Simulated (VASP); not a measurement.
# WS2: single point with PBE+D3(BJ)

The system is WS2.

```
CELL_PARAMETERS angstrom
3.15421 0.00000 0.00000
-1.57710 2.73162 -0.04097
0.00000 -0.18210 12.13990
ATOMIC_POSITIONS crystal
W 0.33333 0.66667 0.25000
W 0.66667 0.33333 0.75000
S 0.33333 0.66667 0.62029
S 0.66667 0.33333 0.12029
S 0.33333 0.66667 0.87971
S 0.66667 0.33333 0.37971
```

This cell differs from its parent crystal: strain -0.0300 x Voigt [0, 0, 0, 1, 0, 0].

| Property | Result |
| --- | --- |
| Program | VASP 6.6.1 |
| Task | single point |
| Functional | PBE |
| Dispersion | D3(BJ) |
| Potentials or basis | VASP PAW PBE potentials, release 64 (W_sv, S) |
| Cutoff | 520 eV |
| k mesh | 12 × 12 × 4 |
| Occupations | gaussian, width 0.05 eV |
| Spin | no spin polarisation |
| Dipole correction | no |
| Further INCAR settings | ALGO = Normal; EDIFF = 1e-07; NBANDS = 35 |

- Pressure: 0.2 GPa
- Largest force: 0.478 eV/Å
- Band gap on the k mesh: 0.90 eV (least direct gap 1.83 eV)
- Dispersion energy per atom: -0.435 eV

Forces in eV/Å, atoms in the order of the input:
```
W    0.000 -0.036 -0.001
W    0.000  0.036  0.001
S    0.000 -0.477 -0.031
S    0.000 -0.437 -0.029
S    0.000  0.437  0.029
S    0.000  0.477  0.031
```

Stress tensor (GPa, compression positive):
```
0.07 0.00 0.00
0.00 0.19 4.81
0.00 4.81 0.22
```

Levels at points of the mesh, in eV from the valence-band top:
```tsv
k point	band 24	band 25	band 26	band 27	band 28	band 29
(0.00, 0.00, 0.00)	-1.42	-1.27	0.00	2.14	2.15	2.23
(0.50, 0.00, 0.00)	-1.79	-1.78	-1.55	2.27	2.33	2.53
(0.00, 0.50, 0.00)	-1.78	-1.78	-1.53	2.27	2.33	2.54
(0.00, 0.00, 0.50)	-2.25	-0.31	-0.31	2.13	2.14	2.24
(0.50, 0.00, 0.50)	-1.90	-1.69	-1.61	2.29	2.30	2.72
(0.00, 0.50, 0.50)	-1.90	-1.72	-1.56	2.30	2.30	2.72
```

Wall time 17 min on 1 thread of Intel Xeon 8259CL, on a shared host, peak memory 0.56 GiB.

Caveat: the cell differs from its parent crystal (strain -0.0300 x Voigt [0, 0, 0, 1, 0, 0]); spin-orbit coupling is left out, which moves the levels of the heavy elements. A k mesh can miss the band edges.
